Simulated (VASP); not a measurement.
Input of a VASP 6.6.1 run:

Contents of INCAR:

```
SYSTEM = TiTc
ALGO = Normal ; EDIFF = 1E-6
ENCUT = 500 ; GGA = CA
GGA_COMPAT = .FALSE. ; ISIF = 2
ISMEAR = 1 ; LASPH = .TRUE.
LCHARG = .FALSE. ; LREAL = .FALSE.
LWAVE = .FALSE. ; NBANDS = 20
NELM = 120 ; PREC = Accurate
SIGMA = 0.25
```

The input KPOINTS:

```
k-points
0
G
  7 7 7
  0 0 0
```

The input POSCAR:

```
TiTc
1.0
    3.1100000000      0.0000000000      0.0000000000
    0.0000000000      3.1100000000      0.0000000000
    0.0000000000      0.0000000000      3.1100000000
Ti Tc
1 1
Direct
    0.5000000000      0.5000000000      0.5000000000
    0.0000000000      0.0000000000      0.0000000000
```

Potentials or basis: VASP PAW LDA potentials, release 64 (Ti_sv, Tc_pv).

Launch:

```console
$ cat potpaw_LDA.64/Ti_sv/POTCAR potpaw_LDA.64/Tc_pv/POTCAR > POTCAR
$ mpirun -np 1 vasp_std > vasp.out
```

Q: What does it give for the band gap on the k mesh?

A: Zero (an odd number of electrons rules out a gap without spin polarisation).

Q: What does it give for the pressure?

A: -13.5 GPa.

Caveat: the cell stands under tension.
